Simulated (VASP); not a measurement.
Set up this calculation in VASP 6.6.1, as the native input.

* Task: relaxation of cell and atoms
* Functional: r2SCAN
* Potentials or basis: VASP PAW PBE potentials, release 64 (Al, N)
* Cutoff: 660 eV
* k mesh: 12 × 12 × 6
* Occupations: fermi-dirac, width 0.02 eV
* Spin: no spin polarisation
* Dipole correction: no
* Further INCAR settings: ALGO = Normal; EDIFF = 1e-07; IBRION = 2; EDIFFG = -0.005; NSW = 80; ISIF = 3

Crystal: AlN.

```
Al N
1.0
     3.13019    0.00000    0.00000
    -1.56510    2.71083    0.00000
     0.00000    0.00000    5.01792
Al N
2 2
Direct
  0.33333 0.66667 0.99673
  0.66667 0.33333 0.49673
  0.33333 0.66667 0.37827
  0.66667 0.33333 0.87827
```

One way to write it, as run:

POSCAR

```
AlN
1.0
    3.1301934365      0.0000000000      0.0000000000
   -1.5650967183      2.7108270348      0.0000000000
    0.0000000000      0.0000000000      5.0179194742
Al N
2 2
Direct
    0.3333333333      0.6666666667     -0.0032711567
    0.6666666667      0.3333333333      0.4967288433
    0.3333333333      0.6666666667      0.3782711567
    0.6666666667      0.3333333333      0.8782711567
```

INCAR.step1

```
SYSTEM = AlN
PREC = Accurate
ENCUT = 660
ISMEAR = -1
SIGMA = 0.02
LREAL = .FALSE.
LASPH = .TRUE.
NELM = 120
GGA = PE
ALGO = Normal
EDIFF = 1E-5
LWAVE = .TRUE.
LCHARG = .FALSE.
GGA_COMPAT = .FALSE.
IBRION = 2
ISIF = 3
EDIFFG = -0.005
NELMIN = 4
NSW = 100
```

INCAR.step2

```
SYSTEM = AlN
PREC = Accurate
ENCUT = 660
EDIFF = 1E-7
ISMEAR = -1
SIGMA = 0.02
LREAL = .FALSE.
LASPH = .TRUE.
NELM = 120
ALGO = Normal
ISIF = 3
LWAVE = .FALSE.
LCHARG = .FALSE.
METAGGA = R2SCAN
LMIXTAU = .TRUE.
IBRION = 2
NSW = 80
EDIFFG = -0.005
ISTART = 1
GGA_COMPAT = .FALSE.
NELMIN = 4
```

KPOINTS

```
Automatic mesh
0
G
  12 12 6
  0 0 0
```

Potentials or basis: VASP PAW PBE potentials, release 64 (Al, N).

Command:

```sh
$ cat potpaw_PBE.64/Al/POTCAR potpaw_PBE.64/N/POTCAR > POTCAR
$ cp INCAR.step1 INCAR
$ mpirun -np 1 vasp_std > vasp.out
$ cp INCAR.step2 INCAR
$ mpirun -np 1 vasp_std > vasp.out
```

It gave:

| Quantity | Value |
| --- | --- |
| Relaxed volume | 10.39 Å³/atom |
| Relaxed cell | a = 3.105 Å, b = 3.105 Å, c = 4.976 Å, α = 90.00°, β = 90.00°, γ = 120.00° |
| Space group after relaxing (to 0.1 Å) | P6_3mc (No. 186) |
| Energy gained by relaxing | 4.1 meV/atom |
| Ionic steps | 7 |
| Pressure after relaxing | 0.0 GPa |
| Band gap on the k mesh | 4.93 eV |

Caveat: the PAW data sets were made with another functional, which shifts forces and pressure a little.

Wall time 27 min on 1 thread of Intel Xeon 8259CL, on a shared host, peak memory 0.22 GiB.
